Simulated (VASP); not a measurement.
Set up this calculation in VASP 6.6.1, as the native input.

```yaml
Task: single point
Functional: HSE06
Potentials_or_basis: VASP PAW PBE potentials, release 64 (Mg, S)
Cutoff: 520 eV
k_mesh: 4 × 4 × 4
Occupations: gaussian, width 0.01 eV
Spin: no spin polarisation
Dipole_correction: no
Grid_for_exact_exchange_PRECFOCK: Normal
Further_INCAR_settings: ALGO = Normal; EDIFF = 1e-06; NBANDS = 11
Screening_parameter: 0.2079 1/Å
```

MgS (Niningerite):

```
Mg S
1.0
     3.67929    0.00000    0.00000
     1.83964    3.18636    0.00000
     1.83964    1.06212    3.00413
Mg S
1 1
Direct
  0.00000 0.00000 0.00000
  0.50000 0.50000 0.50000
```

The input as run:

POSCAR

```
MgS
1.0
    3.6792890000      0.0000000000      0.0000000000
    1.8396445000      3.1863577419      0.0000000000
    1.8396445000      1.0621192473      3.0041268887
Mg S
1 1
Direct
    0.0000000000      0.0000000000      0.0000000000
    0.5000000000      0.5000000000      0.5000000000
```

INCAR.step1

```
ALGO = Normal
EDIFF = 1E-5
ENCUT = 520
GGA = PE
GGA_COMPAT = F
ISIF = 2
ISMEAR = 0
LASPH = T
LCHARG = F
LREAL = F
LWAVE = T
NBANDS = 11
NELM = 120
PREC = Accurate
SIGMA = 0.01
```

INCAR.step2

```
ALGO = Normal
EDIFF = 1E-6
ENCUT = 520
GGA = PE
GGA_COMPAT = F
HFSCREEN = 0.2079
ISIF = 2
ISMEAR = 0
ISTART = 1
LASPH = T
LCHARG = F
LHFCALC = T
LREAL = F
LWAVE = F
NBANDS = 11
NELM = 120
PREC = Accurate
PRECFOCK = Normal
SIGMA = 0.01
```

KPOINTS

```
k-points
0
Gamma
  4 4 4
```

Potentials or basis: VASP PAW PBE potentials, release 64 (Mg, S).

The run is started by

```bash
$ cat potpaw_PBE.64/Mg/POTCAR potpaw_PBE.64/S/POTCAR > POTCAR
$ cp INCAR.step1 INCAR
$ mpirun -np 1 vasp_std > vasp.out
$ cp INCAR.step2 INCAR
$ mpirun -np 1 vasp_std > vasp.out
```

Results of the run:

```json
{
 "Pressure": "-0.4 GPa",
 "Band gap on the k mesh": "3.75 eV, indirect (least direct gap 4.81 eV)"
}
```

Caveat: the k points lie up to 0.52 Å⁻¹ apart; the PAW data sets were made with another functional, which shifts forces and pressure a little.

Wall time 55 s on 1 thread of Intel(R) Xeon(R) 6975P-C (Granite Rapids) (shared host), peak memory 0.27 GiB.
